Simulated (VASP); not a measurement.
Sb, 2 atoms in the cell. Symmetry: R-3m, No. 166, trigonal system. Conventional cell: a = 4.260 Å, b = 4.260 Å, c = 19.913 Å, α = 90.00°, β = 90.00°, γ = 120.00°. Sb (site symmetry 3m) has 3 Sb at 2.94 Å within 3.9 Å. 

| Property | Result |
| --- | --- |
| Program | VASP 6.6.1 |
| Task | single point |
| Functional | pbe exchange, lyp correlation |
| Potentials or basis | VASP PAW PBE potentials, release 64 (Sb) |
| Cutoff | 500 eV |
| k mesh | 8 × 8 × 8 |
| Occupations | fermi-dirac, width 0.025 eV |
| Spin | collinear spin |
| Starting moments | [0.5, 0.5] μB |
| Dipole correction | no |
| Further INCAR settings | ALGO = Normal; EDIFF = 1e-06; NBANDS = 16 |

Potentials or basis: VASP PAW PBE potentials, release 64 (Sb).

Run with:

```bash
$ cat potpaw_PBE.64/Sb/POTCAR > POTCAR
$ mpirun -np 1 vasp_std > vasp.out
```

Hardware: 1 thread of AMD EPYC 9R45 96-Core Processor (Zen 5), with other jobs on the host.

**Question.** How long does it take, and how much memory?

**Answer.** Run time: 5 min on 1 thread of AMD EPYC 9R45 96-Core Processor (Zen 5), on a shared host, peak memory 0.55 GiB. Counts: scf iterations 13, k points 65.
